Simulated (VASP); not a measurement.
A run of VASP 6.6.1 is set up as follows.

The input INCAR:

```
PREC = Accurate
ENCUT = 520
EDIFF = 1E-6
ISMEAR = -1
SIGMA = 0.01
LREAL = F
LASPH = T
NELM = 60
ALGO = Normal
ISIF = 2
LWAVE = F
LCHARG = F
GGA = PE
NBANDS = 11
```

The input KPOINTS:

```
regular mesh
0
Gamma
  8 8 8
```

File POSCAR:

```
MgS
1.0
    0.0000000000      2.5496170000      2.6016500000
    2.5496170000      0.0000000000      2.6016500000
    2.5496170000      2.5496170000      0.0000000000
Mg S
1 1
Direct
    0.0000000000      0.0000000000      0.0000000000
    0.5000000000      0.5000000000      0.5000000000
```

Potentials or basis: VASP PAW PBE potentials, release 64 (Mg, S).

Launch:

```console
$ cat potpaw_PBE.64/Mg/POTCAR potpaw_PBE.64/S/POTCAR > POTCAR
$ mpirun -np 1 vasp_std > vasp.out
```

Predict the band gap on the k mesh.

2.77 eV, indirect (least direct gap 3.98 eV).

Predict the pressure.

4.4 GPa.

Stress tensor (GPa, compression positive):
```
5.22 0.00 0.00
0.00 5.22 0.00
0.00 0.00 2.65
```

Caveat: the cell differs from its parent crystal (equal xx and yy strain of -2 %). A k mesh can miss the band edges.
